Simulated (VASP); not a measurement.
Set up this calculation in VASP 6.6.1, as the native input.

```
Task                               : single point
Functional                         : PBE0
Dispersion                         : D3(BJ)
Potentials or basis                : VASP PAW PBE potentials, release 64 (Ga_d, P)
Cutoff                             : 520 eV
k mesh                             : 4 × 4 × 4
Occupations                        : gaussian, width 0.01 eV
Spin                               : no spin polarisation
Dipole correction                  : no
Grid for exact exchange (PRECFOCK) : Normal
Further INCAR settings             : ALGO = Normal; EDIFF = 1e-06; NBANDS = 16
Share of exact exchange            : 0.25
```

Crystal: GaP.

```
Ga P
1.0
     0.00000    2.72525    2.72525
     2.72525    0.00000    2.72525
     2.72525    2.72525    0.00000
Ga P
1 1
Direct
  0.00000 0.00000 0.00000
  0.75000 0.75000 0.75000
```

One way to write it, as run:

POSCAR

```
GaP
1.0
    0.0000000000      2.7252500000      2.7252500000
    2.7252500000      0.0000000000      2.7252500000
    2.7252500000      2.7252500000      0.0000000000
Ga P
1 1
Direct
    0.0000000000      0.0000000000      0.0000000000
    0.7500000000      0.7500000000      0.7500000000
```

INCAR.step1

```
ALGO = Normal ; EDIFF = 1E-5
ENCUT = 520 ; GGA = PE
ISIF = 2 ; ISMEAR = 0
LASPH = T ; LCHARG = F
LREAL = F ; LWAVE = T
NBANDS = 16 ; NELM = 80
PREC = Accurate ; SIGMA = 0.01
```

INCAR.step2

```
AEXX = 0.25 ; ALGO = Normal
EDIFF = 1E-6 ; ENCUT = 520
GGA = PE ; ISIF = 2
ISMEAR = 0 ; ISTART = 1
IVDW = 12 ; LASPH = T
LCHARG = F ; LHFCALC = T
LREAL = F ; LWAVE = F
NBANDS = 16 ; NELM = 80
PREC = Accurate ; PRECFOCK = Normal
SIGMA = 0.01
```

KPOINTS

```
k-points
0
Gamma
  4 4 4
```

Potentials or basis: VASP PAW PBE potentials, release 64 (Ga_d, P).

The run is started by

```sh
$ cat potpaw_PBE.64/Ga_d/POTCAR potpaw_PBE.64/P/POTCAR > POTCAR
$ cp INCAR.step1 INCAR
$ mpirun -np 1 vasp_std > vasp.out
$ cp INCAR.step2 INCAR
$ mpirun -np 1 vasp_std > vasp.out
```

Results of the run:

The pressure is -2.2 GPa. The band gap on the k mesh is 3.04 eV (least direct gap 3.58 eV). The dispersion energy per atom is -0.342 eV.

Caveat: the k points lie up to 0.50 Å⁻¹ apart; the PAW data sets were made with another functional, which shifts forces and pressure a little.

Run time: 12 min on 1 thread of Intel Xeon 8259CL, on a shared host, peak memory 0.18 GiB.
